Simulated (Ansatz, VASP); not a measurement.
## One calculation of Ba3SbP, two programs

Contents of INCAR:

```
SYSTEM = Ba3SbP
  PREC = Accurate
  ENCUT = 500
  EDIFF = 1E-6
  ISMEAR = 0
  SIGMA = 0.1
  LREAL = .False.
  LASPH = .True.
  NELM = 120
  ALGO = Normal
  ISIF = 2
  LWAVE = .False.
  LCHARG = .True.
  GGA = PE
  LELF = .True.
  LVHAR = .True.
  NBANDS = 33
  GGA_COMPAT = .False.
```

KPOINTS

```
regular mesh
0
Gamma
  4 4 4
  0 0 0
```

The input POSCAR:

```
Ba3SbP
1.0
    6.1131770000      0.0000000000      0.0000000000
    0.0000000000      6.1131770000      0.0000000000
    0.0000000000      0.0000000000      6.1131770000
Ba Sb P
3 1 1
Direct
    0.0000000000      0.5000000000      0.5000000000
    0.5000000000      0.0000000000      0.5000000000
    0.5000000000      0.5000000000      0.0000000000
    0.0000000000      0.0000000000      0.0000000000
    0.5000000000      0.5000000000      0.5000000000
```

Input for Ansatz:

```yaml
crystal:
  lattice:
    - [6.113177, 0.0, 0.0]
    - [0.0, 6.113177, 0.0]
    - [0.0, 0.0, 6.113177]
  atoms:
    - { symbol: Ba, position: [0.0, 0.5, 0.5] }
    - { symbol: Ba, position: [0.5, 0.0, 0.5] }
    - { symbol: Ba, position: [0.5, 0.5, 0.0] }
    - { symbol: Sb, position: [0.0, 0.0, 0.0] }
    - { symbol: P, position: [0.5, 0.5, 0.5] }
basis:
  ecutwfc: 420
kpoints:
  mp_grid: { grid: [4, 4, 4] }
hamiltonian:
  xc: pbe
scf:
  occupations: { method: gaussian, width: 0.1 }
output:
  forces: true
  stress: true
  eigenvalues: true
```

Alike in both runs: task single point; functional PBE; k mesh 4 × 4 × 4; occupations gaussian, width 0.1 eV; no spin polarisation.

```csv
,VASP,Ansatz
version,VASP 6.6.1,Ansatz 0.2.0
potentials or method,"VASP PAW PBE potentials, release 64 (Ba_sv, Sb_d_GW, P), cutoff 500 eV","scalar-relativistic, plane waves, PAW"
valence electrons in the cell,50,50
```

```tsv
	VASP	Ansatz	Ansatz less VASP
gap on the k mesh at the Fermi level (eV)	0.29	0.39	+0.101
least direct gap on the mesh (eV)	0.29	0.39	+0.101
pressure (GPa)	-0.1	-0.5	-0.39
```

Spin-orbit coupling is off throughout.
